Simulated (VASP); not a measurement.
# BN (P6_3mc) in VASP: a series of runs

The runs below take BN through single point, with PBE.

Program: VASP 6.6.1. These are calculated values, not measurements. Logs are shortened: lines on timing, memory, paths and dates and some standing lists are left out, and cuts for length are marked.

**1. The cell of the first run**

The structure is hexagonal, space group P6_3mc (No. 186). Conventional cell: a = 2.484 Å, b = 2.484 Å, c = 4.113 Å, α = 90.00°, β = 90.00°, γ = 120.00°. B (site symmetry 3m) has 4 N at 1.52 to 1.54 Å within 2.0 Å. N (site symmetry 3m) has 4 B at 1.52 to 1.54 Å within 2.0 Å.

**2. Single point, PBE**

File INCAR:

```
ALGO = Normal
EDIFF = 1E-6
ENCUT = 600
GGA = PE
GGA_COMPAT = False
ISIF = 2
ISMEAR = 0
LASPH = True
LCHARG = False
LREAL = False
LWAVE = False
NBANDS = 16
NELM = 120
PREC = Accurate
SIGMA = 0.01
```

File KPOINTS:

```
k-points
0
Gamma
  8 8 4
```

File POSCAR:

```
BN
1.0
    2.4842303717      0.0000000000      0.0000000000
   -1.2421151859      2.1514066068      0.0000000000
    0.0000000000      0.0000000000      4.1132820705
B N
2 2
Direct
    0.6666666667      0.3333333333      0.0000000000
    0.3333333333      0.6666666667      0.5000000000
    0.6666666667      0.3333333333      0.3750000000
    0.3333333333      0.6666666667      0.8750000000
```

Potentials or basis: VASP PAW PBE potentials, release 64 (B, N).

Started as:

```sh
$ cat potpaw_PBE.64/B/POTCAR potpaw_PBE.64/N/POTCAR > POTCAR
$ mpirun -np 1 vasp_std > vasp.out
```

OUTCAR:

```text
EDIFF = 1E-6
   ENCUT = 600
   GGA = PE
   ISIF = 2
   ISMEAR = 0
   LASPH = True
   LREAL = False
   NELM = 120
   PREC = Accurate

 ion  position               nearest neighbor table
   1  0.667  0.333  0.000-   4 1.52   4 1.52   4 1.52   3 1.54
   2  0.333  0.667  0.500-   3 1.52   3 1.52   3 1.52   4 1.54
   3  0.667  0.333  0.375-   2 1.52   2 1.52   2 1.52   1 1.54
   4  0.333  0.667  0.875-   1 1.52   1 1.52   1 1.52   2 1.54

  LATTYP: Found a hexagonal cell.
 ALAT       =     2.4842303717
 C/A-ratio  =     1.6557570978

  Lattice vectors:

 A1 = (   2.4842303717,   0.0000000000,   0.0000000000)
 A2 = (  -1.2421151859,   2.1514066068,   0.0000000000)
 A3 = (   0.0000000000,   0.0000000000,   4.1132820705)

Analysis of symmetry for initial positions (statically):
=====================================================================
 Subroutine PRICEL returns:
 Original cell was already a primitive cell.

 Routine SETGRP: Setting up the symmetry group for a
 hexagonal supercell.

 Subroutine GETGRP returns: Found 12 space group operations
 (whereof  6 operations were pure point group operations)
 out of a pool of 24 trial point group operations.

The static configuration has the point symmetry C_3v.
 The point group associated with its full space group is C_6v.

Analysis of symmetry for dynamics (positions and initial velocities):
=====================================================================
 Subroutine PRICEL returns:
 Original cell was already a primitive cell.

 Routine SETGRP: Setting up the symmetry group for a
 hexagonal supercell.

 Subroutine GETGRP returns: Found 12 space group operations
 (whereof  6 operations were pure point group operations)
 out of a pool of 24 trial point group operations.

The dynamic configuration has the point symmetry C_3v.
 The point group associated with its full space group is C_6v.

 Subroutine INISYM returns: Found 12 space group operations
 (whereof  6 operations are pure point group operations),
 and found     1 'primitive' translations

----------------------------------------------------------------------------------------

                                     Primitive cell

  volume of cell :      21.9838

  direct lattice vectors                    reciprocal lattice vectors
     2.484230372  0.000000000  0.000000000     0.402539157  0.232406091  0.000000000
    -1.242115186  2.151406607  0.000000000     0.000000000  0.464812182  0.000000000
     0.000000000  0.000000000  4.113282071     0.000000000  0.000000000  0.243114861
[... 92 lines left out ...]
   IBRION =     -1    ionic relax: 0-MD 1-quasi-New 2-CG
   NFREE  =      0    steps in history (QN), initial steepest desc. (CG)
   ISIF   =      2    stress and relaxation
   ISYM   =      2    0-nonsym 1-usesym 2-fastsym
   POTIM  = 0.5000    time-step for ionic-motion
   TEBEG  =    0.0;   TEEND  =   0.0 temperature during run
   PSTRESS=    0.0 pullay stress
   NELECT =      16.0000    total number of electrons
   NUPDOWN=      -1.0000    fix difference up-down
   EMIN   =  10.00;   EMAX   =-10.00  energy-range for DOS
   EFERMI =   0.00;   METHOD = LEGACY
   ISMEAR =     0;   SIGMA  =   0.01  broadening in eV -4-tet -1-fermi 0-gaus
   EFERMI_NEDOS =   21; number of points for ismear=-14 and -15
   IALGO  =     38    algorithm
   IMIX   =      4    mixing-type and parameters
     AMIX     =   0.40;   BMIX     =  1.00
     AMIX_MAG =   1.60;   BMIX_MAG =  1.00
  volume/ion in A,a.u.               =       5.50        37.09
  Fermi-wavevector in a.u.,A,eV,Ry     =   1.472586  2.782783 29.504346  2.168508
  Thomas-Fermi vector in A             =   2.587582
   LORBIT       =      0    0 simple, 1 ext, 2 COOP (PROOUT), +10 PAW based schemes
   GGA     = PE    functional components
   LHFCALC =     F    Hartree Fock is set to
   AEXX    =    0.0000 exact exchange contribution
   IVDW    =     0    specifies the selected vdW correction
   LEPSILON=     F    determine dielectric tensor
   LRPA    =     F    only Hartree local field effects (RPA)
 non-spin polarized calculation
 Gauss-broadening in eV      SIGMA  =   0.01
  energy-cutoff  :      600.00
  volume of cell :       21.98
 maximum number of plane-waves:       754
 NGX is ok and might be reduce to    20
   NGX =  9   NGY =  9   NGZ = 17

 number of electron      15.9999999 magnetization

 Free energy of the ion-electron system (eV)
  ---------------------------------------------------
  ext. energy  EPLUGINS =         0.00000000
  ---------------------------------------------------
  free energy    TOTEN  =       -34.63483168 eV

  energy without entropy =      -34.63483168  energy(sigma->0) =      -34.63483168

 E-fermi :   8.5490     XC(G=0): -13.1721

 val. band max:        8.4824213002   @ k =   0.0000   0.0000   0.0000
 cond. band min:      13.9195134765   @ k =   0.3750   0.2500   0.0000
 fundamental gap:      5.4370921763
 Fermi energy:         8.5490458420

 k-point     1 :       0.0000    0.0000    0.0000
  band No.  band energies     occupation
      1     -12.7779      2.00000
      2      -8.2858      2.00000
      3      -3.1376      2.00000
      4       6.2099      2.00000
      5       6.2099      2.00000
      6       8.2113      2.00000
[... 433 lines left out ...]
      3      -0.6991      2.00000
      4      -0.6991      2.00000
      5       4.3982      2.00000
      6       4.3982      2.00000
[... 8 lines left out ...]
     15      25.6441      0.00000
     16      25.6441      0.00000

 [... further k-points ...]

------------------------ aborting loop because EDIFF is reached ----------------------------------------

  FORCE on cell =-STRESS in cart. coord.  units (eV):
  Direction    XX          YY          ZZ          XY          YZ          ZX
  --------------------------------------------------------------------------------------
  -------------------------------------------------------------------------------------
  Total        4.9817427      4.9817427      4.8202318     -0.0000000      0.0000000     -0.0000000
  in kB      363.0688747    363.0688734    351.2979771     -0.0000000      0.0000000     -0.0000000
  external PRESSURE =     359.1452418 kB  Pullay stress =       0.0000000 kB

 VOLUME and BASIS-vectors are now :
 -----------------------------------------------------------------------------
  energy-cutoff  :      600.00
  volume of cell :       21.98
      direct lattice vectors                 reciprocal lattice vectors
     2.484230372  0.000000000  0.000000000     0.402539157  0.232406091  0.000000000
    -1.242115186  2.151406607  0.000000000     0.000000000  0.464812182  0.000000000
     0.000000000  0.000000000  4.113282071     0.000000000  0.000000000  0.243114861

 POSITION                                       TOTAL-FORCE (eV/Angst)
 -----------------------------------------------------------------------------------
      1.24212      0.71714      0.00000         0.000000      0.000000      0.118007
     -0.00000      1.43427      2.05664        -0.000000     -0.000000      0.118007
      1.24212      0.71714      1.54248         0.000000      0.000000     -0.118007
     -0.00000      1.43427      3.59912        -0.000000     -0.000000     -0.118007
 -----------------------------------------------------------------------------------
    total drift:                                0.000000      0.000000     -0.000463

  FREE ENERGIE OF THE ION-ELECTRON SYSTEM (eV)
  ---------------------------------------------------
  free  energy   TOTEN  =       -34.6348316778 eV

  energy  without entropy=      -34.6348316778  energy(sigma->0) =      -34.63483168
```

OSZICAR:

```text
N       E                     dE             d eps       ncg     rms          rms(c)
DAV:   1     0.497447825146E+02    0.49745E+02   -0.92225E+03   960   0.110E+03
DAV:   2    -0.341621594545E+02   -0.83907E+02   -0.77700E+02  1352   0.269E+02
DAV:   3    -0.368200521761E+02   -0.26579E+01   -0.26492E+01  1208   0.441E+01
DAV:   4    -0.368267225470E+02   -0.66704E-02   -0.66700E-02  1136   0.246E+00
DAV:   5    -0.368267379650E+02   -0.15418E-04   -0.15418E-04  1128   0.111E-01    0.101E+01
DAV:   6    -0.348547152882E+02    0.19720E+01   -0.23059E+00  1248   0.147E+01    0.486E+00
DAV:   7    -0.346672702777E+02    0.18745E+00   -0.39811E-01  1240   0.521E+00    0.287E+00
DAV:   8    -0.346356857861E+02    0.31584E-01   -0.55060E-02  1136   0.200E+00    0.271E-01
DAV:   9    -0.346345637515E+02    0.11220E-02   -0.20628E-03  1096   0.596E-01    0.152E-01
DAV:  10    -0.346348263246E+02   -0.26257E-03   -0.45014E-04  1152   0.175E-01    0.257E-02
DAV:  11    -0.346348308379E+02   -0.45132E-05   -0.33323E-05  1200   0.582E-02    0.154E-02
DAV:  12    -0.346348316778E+02   -0.83991E-06   -0.54938E-06  1128   0.245E-02
   1 F= -.34634832E+02 E0= -.34634832E+02  d E =-.232514E-23
```

Wall time 16 s (1 thread of AMD EPYC 7R43 (Zen 3), shared host); peak memory 0.1 GiB.

What came out:

```
Free energy            : -34.6348 eV
Pressure               : 35.9 GPa
Largest force          : 0.118 eV/Å
Band gap on the k mesh : 5.44 eV, indirect (least direct gap 8.66 eV)
```

Forces on the atoms (eV/Å):
```
B    0.000  0.000  0.118
B    0.000  0.000  0.118
N    0.000  0.000 -0.118
N    0.000  0.000 -0.118
```

Levels at points of the mesh, in eV from the valence-band top:
```csv
k point,band 5,band 6,band 7,band 8,band 9,band 10,band 11,band 12
"(0.00, 0.00, 0.00)",-2.27,-0.27,0.00,0.00,8.69,8.69,8.96,10.47
"(0.50, 0.00, 0.00)",-7.32,-5.35,-4.76,-2.28,6.99,8.20,11.04,12.17
"(0.00, 0.00, 0.50)",-1.26,-1.26,-1.26,-1.26,10.19,10.19,10.34,10.34
"(0.50, 0.00, 0.50)",-4.06,-4.06,-3.80,-3.80,6.86,6.86,10.53,10.53
```

A k mesh can miss the band edges.

**3. Single point, PBE**

This run uses another cell than the first one, of 5.61 Å³/atom, 1.021 times its volume.

File INCAR:

```
ALGO = Normal ; EDIFF = 1E-6
ENCUT = 600 ; GGA = PE
GGA_COMPAT = False ; ISIF = 2
ISMEAR = 0 ; LASPH = True
LCHARG = False ; LREAL = False
LWAVE = False ; NBANDS = 16
NELM = 120 ; PREC = Accurate
SIGMA = 0.01
```

KPOINTS is that of step 2.

File POSCAR:

```
BN
1.0
    2.5017255282      0.0000000000      0.0000000000
   -1.2508627641      2.1665578568      0.0000000000
    0.0000000000      0.0000000000      4.1422498000
B N
2 2
Direct
    0.6666666667      0.3333333333      0.0000000000
    0.3333333333      0.6666666667      0.5000000000
    0.6666666667      0.3333333333      0.3750000000
    0.3333333333      0.6666666667      0.8750000000
```

Potentials or basis: VASP PAW PBE potentials, release 64 (B, N).

Started as:

```sh
$ cat potpaw_PBE.64/B/POTCAR potpaw_PBE.64/N/POTCAR > POTCAR
$ mpirun -np 1 vasp_std > vasp.out
```

It took 16 s on 1 thread of AMD EPYC 7R43 (Zen 3), shared host; peak memory 0.1 GiB.

It converged, with:

```
Free energy            : -34.7261 eV
Pressure               : 25.7 GPa
Largest force          : 0.097 eV/Å
Band gap on the k mesh : 5.47 eV, indirect (least direct gap 8.56 eV)
```

Forces on the atoms (eV/Å):
```
B    0.000  0.000  0.097
B    0.000  0.000  0.097
N    0.000  0.000 -0.097
N    0.000  0.000 -0.097
```

Stress tensor (GPa, compression positive):
```
26.14  0.00  0.00
 0.00 26.14  0.00
 0.00  0.00 24.94
```

Levels at points of the mesh, in eV from the valence-band top:
| k point | band 6 | band 7 | band 8 | band 9 | band 10 | band 11 |
| --- | --- | --- | --- | --- | --- | --- |
| (0.00, 0.00, 0.00) | -0.26 | 0.00 | 0.00 | 8.61 | 8.61 | 8.85 |
| (0.50, 0.00, 0.00) | -5.24 | -4.65 | -2.23 | 6.92 | 8.14 | 10.93 |
| (0.00, 0.00, 0.50) | -1.23 | -1.23 | -1.23 | 9.99 | 9.99 | 10.22 |
| (0.50, 0.00, 0.50) | -3.97 | -3.73 | -3.73 | 6.78 | 6.78 | 10.39 |

A k mesh can miss the band edges. PBE gaps usually lie below the measured ones, often by a third to a half.

**4. Single point, PBE**

This run uses another cell than the first one, of 5.73 Å³/atom, 1.043 times its volume.

File INCAR:

```
SYSTEM = BN
PREC     = Accurate       ! precision mode
ENCUT    = 600            ! plane-wave cutoff, eV
EDIFF    = 1E-6           ! SCF threshold, eV
ISMEAR   = 0              ! smearing method
SIGMA    = 0.01           ! smearing width, eV
LREAL    = .FALSE.        ! projectors in reciprocal space
LASPH    = .TRUE.         ! aspherical terms in the spheres
NELM     = 120            ! most SCF steps
ALGO     = Normal         ! electronic algorithm
ISIF     = 2              ! what is computed and relaxed
LWAVE    = .FALSE.        ! write WAVECAR
LCHARG   = .TRUE.         ! write CHGCAR
GGA      = PE             ! functional
LELF     = .TRUE.         ! ELF
LVHAR    = .TRUE.       
NBANDS   = 16             ! bands
GGA_COMPAT= .FALSE.
```

File KPOINTS:

```
Automatic mesh
0
G
  8 8 4
  0 0 0
```

File POSCAR:

```
BN
1.0
    2.5189793529      0.0000000000      0.0000000000
   -1.2594896765      2.1815001073      0.0000000000
    0.0000000000      0.0000000000      4.1708179428
B N
2 2
Direct
    0.6666666667      0.3333333333      0.0000000000
    0.3333333333      0.6666666667      0.5000000000
    0.6666666667      0.3333333333      0.3750000000
    0.3333333333      0.6666666667      0.8750000000
```

Started as:

```sh
$ cat potpaw_PBE.64/B/POTCAR potpaw_PBE.64/N/POTCAR > POTCAR
$ mpirun -np 1 vasp_std > vasp.out
```

It took 17 s on 1 thread of AMD EPYC 7R43 (Zen 3), shared host; peak memory 0.11 GiB.

It converged, with:

```
Free energy            : -34.7892 eV
Pressure               : 16.5 GPa
Largest force          : 0.076 eV/Å
Band gap on the k mesh : 5.50 eV, indirect (least direct gap 8.45 eV)
```

Forces on the atoms (eV/Å):
```
B    0.000  0.000  0.076
B    0.000  0.000  0.076
N    0.000  0.000 -0.076
N    0.000  0.000 -0.076
```

Stress tensor (GPa, compression positive):
```
16.86  0.00  0.00
 0.00 16.86  0.00
 0.00  0.00 15.65
```

Levels at points of the mesh, in eV from the valence-band top:
```csv
k point,band 4,band 5,band 6,band 7,band 8,band 9,band 10,band 11,band 12,band 13
"(0.00, 0.00, 0.00)",-2.18,-2.18,-0.26,0.00,0.00,8.52,8.52,8.74,9.94,11.28
"(0.50, 0.00, 0.00)",-7.99,-7.07,-5.13,-4.54,-2.19,6.84,8.07,10.82,11.80,13.24
"(0.00, 0.00, 0.50)",-5.84,-1.21,-1.21,-1.21,-1.21,9.80,9.80,10.11,10.11,10.11
"(0.50, 0.00, 0.50)",-10.27,-3.89,-3.89,-3.66,-3.66,6.71,6.71,10.25,10.25,14.62
```

A k mesh can miss the band edges.

**5. The runs side by side**

| cell | gap on the mesh (eV) | pressure (GPa) | largest force (eV/Å) |
| --- | --- | --- | --- |
| a = 2.484, b = 2.484, c = 4.113 Å, angles 90.0, 90.0, 120.0°, 4 atoms | 5.44 | 35.9 | 0.12 |
| a = 2.502, b = 2.502, c = 4.142 Å, angles 90.0, 90.0, 120.0°, 4 atoms | 5.47 | 25.7 | 0.10 |
| a = 2.519, b = 2.519, c = 4.171 Å, angles 90.0, 90.0, 120.0°, 4 atoms | 5.50 | 16.5 | 0.08 |

Alike in all rows: task single point; level PBE; potentials or basis VASP PAW PBE potentials, release 64 (B, N); no spin polarisation; k mesh 8 × 8 × 4; cutoff (eV) 600; smearing gaussian 0.01 eV.

Total energies depend on the potentials used, so only differences within one code and one set of settings carry meaning.
